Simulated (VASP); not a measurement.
# CuO (P-6m2) in VASP: notebook

Aim: see how the results for CuO move with the level of theory and the settings. Levels: PBEsol+U, LDA+U, LDA. Tasks: single point, relaxation of cell and atoms.

Program: VASP 6.6.1. These are calculated values, not measurements. Logs are shortened: lines on timing, memory, paths and dates and some standing lists are left out, and cuts for length are marked.

## 1. The cell of the first run

Symmetry: P-6m2, No. 187, hexagonal system. Conventional cell: a = 2.860 Å, b = 2.860 Å, c = 2.651 Å, α = 90.00°, β = 90.00°, γ = 120.00°. Cu (site symmetry -6m2) has 6 O at 2.12 Å and 8 Cu at 2.65 to 2.86 Å within 2.9 Å. Within 2.9 Å of O (site symmetry -6m2) lie 6 Cu at 2.12 Å and 8 O at 2.65 to 2.86 Å.

## 2. Single point, PBEsol+U

The input, INCAR:

```
  PREC = Accurate
  ENCUT = 520
  EDIFF = 1E-6
  ISMEAR = -1
  SIGMA = 0.05
  LREAL = False
  LASPH = True
  NELM = 150
  ALGO = Normal
  ISIF = 2
  LWAVE = False
  LCHARG = False
  LMAXMIX = 4
  LDAU = True
  LDAUTYPE = 2
  LDAUL = 2 -1
  LDAUU = 5.3 0
  LDAUJ = 0 0
  LDAUPRINT = 1
  GGA = PS
  NBANDS = 16
```

The input, KPOINTS:

```
Automatic mesh
0
Gamma
  11 11 10
```

The input, POSCAR:

```
CuO
1.0
    2.8595511723     -0.0000000029      0.0000000000
   -1.4297755836      2.4764439601      0.0000000000
    0.0000000000      0.0000000000      2.6511400340
Cu O
1 1
Direct
    0.0000000000      0.0000000000      0.0000000000
    0.6666666667      0.3333333333      0.5000000000
```

Potentials or basis: VASP PAW PBE potentials, release 64 (Cu, O).

On the command line:

```sh
cat potpaw_PBE.64/Cu/POTCAR potpaw_PBE.64/O/POTCAR > POTCAR
mpirun -np 1 vasp_std > vasp.out
```

OUTCAR:

```text
PREC = Accurate
   ENCUT = 520
   EDIFF = 1E-6
   ISMEAR = -1
   LREAL = False
   LASPH = True
   NELM = 150
   ISIF = 2
   GGA = PS

 ion  position               nearest neighbor table
   1  0.000  0.000  0.000-   2 2.12   2 2.12   2 2.12   2 2.12   2 2.12   2 2.12
   2  0.667  0.333  0.500-   1 2.12   1 2.12   1 2.12   1 2.12   1 2.12   1 2.12

  LATTYP: Found a hexagonal cell.
 ALAT       =     2.8595511723
 C/A-ratio  =     0.9271175350

  Lattice vectors:

 A1 = (   2.8595511723,  -0.0000000029,   0.0000000000)
 A2 = (  -1.4297755836,   2.4764439601,   0.0000000000)
 A3 = (   0.0000000000,   0.0000000000,   2.6511400340)

Analysis of symmetry for initial positions (statically):
=====================================================================
 Subroutine PRICEL returns:
 Original cell was already a primitive cell.

 Routine SETGRP: Setting up the symmetry group for a
 hexagonal supercell.

 Subroutine GETGRP returns: Found 12 space group operations
 (whereof 12 operations were pure point group operations)
 out of a pool of 24 trial point group operations.

The static configuration has the point symmetry D_3h.

Analysis of symmetry for dynamics (positions and initial velocities):
=====================================================================
 Subroutine PRICEL returns:
 Original cell was already a primitive cell.

 Routine SETGRP: Setting up the symmetry group for a
 hexagonal supercell.

 Subroutine GETGRP returns: Found 12 space group operations
 (whereof 12 operations were pure point group operations)
 out of a pool of 24 trial point group operations.

The dynamic configuration has the point symmetry D_3h.

 Subroutine INISYM returns: Found 12 space group operations
 (whereof 12 operations are pure point group operations),
 and found     1 'primitive' translations

----------------------------------------------------------------------------------------

                                     Primitive cell

  volume of cell :      18.7741

  direct lattice vectors                    reciprocal lattice vectors
     2.859551172 -0.000000003  0.000000000     0.349705230  0.201902408  0.000000000
    -1.429775584  2.476443960  0.000000000     0.000000000  0.403804817  0.000000000
     0.000000000  0.000000000  2.651140034     0.000000000  0.000000000  0.377196220

  length of vectors
     2.859551172  2.859551172  2.651140034     0.403804817  0.403804817  0.377196220

  position of ions in fractional coordinates (direct lattice)
     0.000000000  0.000000000  0.000000000
     0.666666667  0.333333333  0.500000000

  ion indices of the primitive-cell ions
   primitive index   ion index
                 1           1
                 2           2

----------------------------------------------------------------------------------------

 KPOINTS: Automatic mesh

Automatic generation of k-mesh.
 Grid dimensions read from file:
 generate k-points for:   11   11   10

 Generating k-lattice:

  Cartesian coordinates                     Fractional coordinates (reciprocal lattice)
     0.031791385  0.018354764  0.000000000     0.090909091  0.000000000  0.000000000
     0.000000000  0.036709529  0.000000000     0.000000000  0.090909091  0.000000000
     0.000000000  0.000000000  0.037719622     0.000000000  0.000000000  0.100000000

  Length of vectors
     0.036709529  0.036709529  0.037719622

  Shift w.r.t. Gamma in fractional coordinates (k-lattice)
     0.000000000  0.000000000  0.000000000

 Subroutine IBZKPT returns following result:
[... 37 lines left out ...]
   NGX,Y,Z   is equivalent  to a cutoff of  13.95, 13.95, 12.54 a.u.
   NGXF,Y,Z  is equivalent  to a cutoff of  27.91, 27.91, 25.08 a.u.
 SYSTEM =  unknown system
   PREC   = accura    normal or accurate (medium, high low for compatibility)
   ISTART =      0    job   : 0-new  1-cont  2-samecut
   ICHARG =      2    charge: 1-file 2-atom 10-const
   ISPIN  =      1    spin polarized calculation?
   LNONCOLLINEAR =      F non collinear calculations
   LSORBIT =      F    spin-orbit coupling
   LASPH  =      T    aspherical Exc in radial PAW
   ENCUT  =  520.0 eV  38.22 Ry    6.18 a.u.   5.32  5.32  4.93*2*pi/ulx,y,z
   NELM   =    150;   NELMIN=  2; NELMDL= -5     # of ELM steps
   EDIFF  = 0.1E-05   stopping-criterion for ELM
   LREAL  =      F    real-space projection
   EDIFFG = 0.1E-04   stopping-criterion for IOM
   NSW    =      0    number of steps for IOM
   IBRION =     -1    ionic relax: 0-MD 1-quasi-New 2-CG
   NFREE  =      0    steps in history (QN), initial steepest desc. (CG)
   ISIF   =      2    stress and relaxation
   ISYM   =      2    0-nonsym 1-usesym 2-fastsym
   POTIM  = 0.5000    time-step for ionic-motion
   TEBEG  =    0.0;   TEEND  =   0.0 temperature during run
   PSTRESS=    0.0 pullay stress
   NELECT =      17.0000    total number of electrons
   NUPDOWN=      -1.0000    fix difference up-down
   EMIN   =  10.00;   EMAX   =-10.00  energy-range for DOS
   EFERMI =   0.00;   METHOD = LEGACY
   ISMEAR =    -1;   SIGMA  =   0.05  broadening in eV -4-tet -1-fermi 0-gaus
   EFERMI_NEDOS =   21; number of points for ismear=-14 and -15
   IALGO  =     38    algorithm
   IMIX   =      4    mixing-type and parameters
     AMIX     =   0.40;   BMIX     =  1.00
     AMIX_MAG =   1.60;   BMIX_MAG =  1.00
  volume/ion in A,a.u.               =       9.39        63.35
  Fermi-wavevector in a.u.,A,eV,Ry     =   1.583816  2.992979 34.129859  2.508474
  Thomas-Fermi vector in A             =   2.683529
   LORBIT       =      0    0 simple, 1 ext, 2 COOP (PROOUT), +10 PAW based schemes
 LDA+U is selected, type is set to LDAUTYPE =  2
   angular momentum for each species LDAUL =     2   -1
   U (eV)           for each species LDAUU =   5.3  0.0
   J (eV)           for each species LDAUJ =   0.0  0.0
   GGA     = PS    functional components
   LHFCALC =     F    Hartree Fock is set to
   AEXX    =    0.0000 exact exchange contribution
   IVDW    =     0    specifies the selected vdW correction
   LEPSILON=     F    determine dielectric tensor
   LRPA    =     F    only Hartree local field effects (RPA)
 non-spin polarized calculation
  energy-cutoff  :      520.00
  volume of cell :       18.77
 maximum number of plane-waves:       525
 NGX is ok and might be reduce to    24
   NGX = 11   NGY = 11   NGZ =  9

atom =   1  type =  1  l = 2

 onsite density matrix

spin component  1

  0.9648 -0.0000 -0.0000  0.0000 -0.0000
 -0.0000  0.8858  0.0000  0.0000 -0.0000
 -0.0000  0.0000  0.9686 -0.0000  0.0000
  0.0000  0.0000 -0.0000  0.8858 -0.0000
 -0.0000 -0.0000  0.0000 -0.0000  0.9648

spin component  2

  0.9648 -0.0000 -0.0000  0.0000 -0.0000
 -0.0000  0.8858  0.0000  0.0000 -0.0000
 -0.0000  0.0000  0.9686 -0.0000  0.0000
  0.0000  0.0000 -0.0000  0.8858 -0.0000
 -0.0000 -0.0000  0.0000 -0.0000  0.9648

 occupancies and eigenvectors

  o =  0.8858  v =  0.0000  0.5494  0.0000 -0.8355  0.0000  0.0000  0.0000  0.0000  0.0000  0.0000      0.0000  0.0000  0.0000  0.0000  0.0000  0.0000  0.0000  0.0000  0.0000  0.0000
  o =  0.8858  v =  0.0000  0.0000  0.0000  0.0000  0.0000  0.0000  0.5494  0.0000 -0.8355  0.0000      0.0000  0.0000  0.0000  0.0000  0.0000  0.0000  0.0000  0.0000  0.0000  0.0000
  o =  0.8858  v = -0.0000 -0.8355 -0.0000 -0.5494 -0.0000  0.0000  0.0000  0.0000  0.0000  0.0000      0.0000  0.0000  0.0000  0.0000  0.0000  0.0000  0.0000  0.0000  0.0000  0.0000
  o =  0.8858  v =  0.0000  0.0000  0.0000  0.0000  0.0000 -0.0000 -0.8355 -0.0000 -0.5494 -0.0000      0.0000  0.0000  0.0000  0.0000  0.0000  0.0000  0.0000  0.0000  0.0000  0.0000
  o =  0.9648  v =  0.0262 -0.0000 -0.0000  0.0000  0.9997  0.0000  0.0000  0.0000  0.0000  0.0000      0.0000  0.0000  0.0000  0.0000  0.0000  0.0000  0.0000  0.0000  0.0000  0.0000
  o =  0.9648  v =  0.0000  0.0000  0.0000  0.0000  0.0000  0.0262 -0.0000 -0.0000  0.0000  0.9997      0.0000  0.0000  0.0000  0.0000  0.0000  0.0000  0.0000  0.0000  0.0000  0.0000
  o =  0.9648  v =  0.0000  0.0000  0.0000  0.0000  0.0000  0.9997  0.0000  0.0000 -0.0000 -0.0262      0.0000  0.0000  0.0000  0.0000  0.0000  0.0000  0.0000  0.0000  0.0000  0.0000
  o =  0.9648  v =  0.9997  0.0000  0.0000 -0.0000 -0.0262  0.0000  0.0000  0.0000  0.0000  0.0000      0.0000  0.0000  0.0000  0.0000  0.0000  0.0000  0.0000  0.0000  0.0000  0.0000
  o =  0.9686  v =  0.0000  0.0000  0.0000  0.0000  0.0000 -0.0000 -0.0000  1.0000 -0.0000  0.0000      0.0000  0.0000  0.0000  0.0000  0.0000  0.0000  0.0000  0.0000  0.0000  0.0000
  o =  0.9686  v = -0.0000 -0.0000  1.0000 -0.0000  0.0000  0.0000  0.0000  0.0000  0.0000  0.0000      0.0000  0.0000  0.0000  0.0000  0.0000  0.0000  0.0000  0.0000  0.0000  0.0000

 number of electron      17.0000018 magnetization

 Free energy of the ion-electron system (eV)
  ---------------------------------------------------
  ext. energy  EPLUGINS =         0.00000000
  ---------------------------------------------------
  free energy    TOTEN  =        -8.31131733 eV

  energy without entropy =       -8.29303235  energy(sigma->0) =       -8.30217484

 E-fermi :   5.2445     XC(G=0): -12.6909

 val. band max:        5.2439979544   @ k =   0.2727   0.0000   0.3000
 cond. band min:       5.2528768284   @ k =   0.1818   0.1818   0.0000
 fundamental gap:      0.0088788740
 Fermi energy:         5.2444959989

 k-point     1 :       0.0000    0.0000    0.0000
  band No.  band energies     occupation
      1     -13.7450      2.00000
      2       0.9674      2.00000
      3       0.9674      2.00000
      4       1.1418      2.00000
      5       3.0683      2.00000
      6       3.0683      2.00000
[... 433 lines left out ...]
      3       1.2150      2.00000
      4       1.3194      2.00000
      5       1.8279      2.00000
      6       2.8630      2.00000
[... 8 lines left out ...]
     15      29.0358      0.00000
     16      31.1284      0.00000

 [... further k-points ...]

------------------------ aborting loop because EDIFF is reached ----------------------------------------

  FORCE on cell =-STRESS in cart. coord.  units (eV):
  Direction    XX          YY          ZZ          XY          YZ          ZX
  --------------------------------------------------------------------------------------
  -------------------------------------------------------------------------------------
  Total       -0.7696398     -0.7696398     -1.0129999     -0.0000000     -0.0000000      0.0000000
  in kB      -65.6808935    -65.6808935    -86.4491904     -0.0000000     -0.0000000      0.0000000
  external PRESSURE =     -72.6036591 kB  Pullay stress =       0.0000000 kB

 VOLUME and BASIS-vectors are now :
 -----------------------------------------------------------------------------
  energy-cutoff  :      520.00
  volume of cell :       18.77
      direct lattice vectors                 reciprocal lattice vectors
     2.859551172 -0.000000003  0.000000000     0.349705230  0.201902408  0.000000000
    -1.429775584  2.476443960  0.000000000     0.000000000  0.403804817  0.000000000
     0.000000000  0.000000000  2.651140034     0.000000000  0.000000000  0.377196220

 POSITION                                       TOTAL-FORCE (eV/Angst)
 -----------------------------------------------------------------------------------
      0.00000      0.00000      0.00000        -0.000000      0.000000      0.000000
      1.42978      0.82548      1.32557         0.000000      0.000000      0.000000
 -----------------------------------------------------------------------------------
    total drift:                                0.000000     -0.000000      0.000000

  FREE ENERGIE OF THE ION-ELECTRON SYSTEM (eV)
  ---------------------------------------------------
  free  energy   TOTEN  =        -8.3113173330 eV

  energy  without entropy=       -8.2930323539  energy(sigma->0) =       -8.30217484
```

Run time: 38 s. Hardware: 1 thread of Intel Xeon 8259CL, shared host; peak memory 0.15 GiB.

What came out:

```
Free energy            : -8.3113 eV
Pressure               : -7.3 GPa
Band gap on the k mesh : zero (an odd number of electrons rules out a gap without spin polarisation)
```

Eigenvalues of the final occupation matrices:
| site | spin | trace | eigenvalues |
| --- | --- | --- | --- |
| site 1 d | 1 | 4.67 | 0.89 0.89 0.96 0.96 0.97 |
| site 1 d | 2 | 4.67 | 0.89 0.89 0.96 0.96 0.97 |

Caveat: the cell stands under tension; the PAW data sets were made with another functional, which shifts forces and pressure a little; an odd number of electrons without spin polarisation forces a metal; a magnetic or distorted state may lie lower; U without spin polarisation on a metal has little footing.

(Part 1 of 2 ends here.)
